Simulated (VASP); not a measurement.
Set up this calculation in VASP 6.6.1, as the native input.

```yaml
Task: single point
Functional: PBE
Dispersion: D3(BJ)
Potentials_or_basis: VASP PAW PBE potentials, release 64 (F)
Cutoff: 520 eV
k_mesh: 8 × 8 × 4
Occupations: gaussian, width 0.02 eV
Spin: no spin polarisation
Dipole_correction: no
Further_INCAR_settings: ALGO = Normal; EDIFF = 1e-06; NBANDS = 22
```

The structure of F lies in POSCAR:

```
F
1.0
    2.8780173985     -1.7632003928      0.1247926411
    2.8780173985      1.7632003928      0.1247926411
   -1.2778440515      0.0000000000      6.7709365989
F
4
Direct
    0.9239518860      0.5906139825      0.0942755397
    0.4093860175      0.0760481140      0.4057244603
    0.0760481140      0.4093860175      0.9057244603
    0.5906139825      0.9239518860      0.5942755397
```

These files were run (other wordings do the same):

INCAR

```
PREC = Accurate
ENCUT = 520
EDIFF = 1E-6
ISMEAR = 0
SIGMA = 0.02
LREAL = False
LASPH = True
NELM = 100
ALGO = Normal
ISIF = 2
LWAVE = False
LCHARG = False
GGA = PE
IVDW = 12
NBANDS = 22
```

KPOINTS

```
Automatic mesh
0
Gamma
  8 8 4
```

Potentials or basis: VASP PAW PBE potentials, release 64 (F).

Launch:

```console
$ cat potpaw_PBE.64/F/POTCAR > POTCAR
$ mpirun -np 1 vasp_std > vasp.out
```

Results of the run:

The pressure is 0.3 GPa and the largest force is 0.368 eV/Å. The band gap on the k mesh is 2.94 eV (least direct gap 2.95 eV) and the dispersion energy per atom is -0.027 eV.

It took 37 s on 1 thread of Intel(R) Xeon(R) 6975P-C (Granite Rapids), with other jobs on the host, peak memory 0.24 GiB.
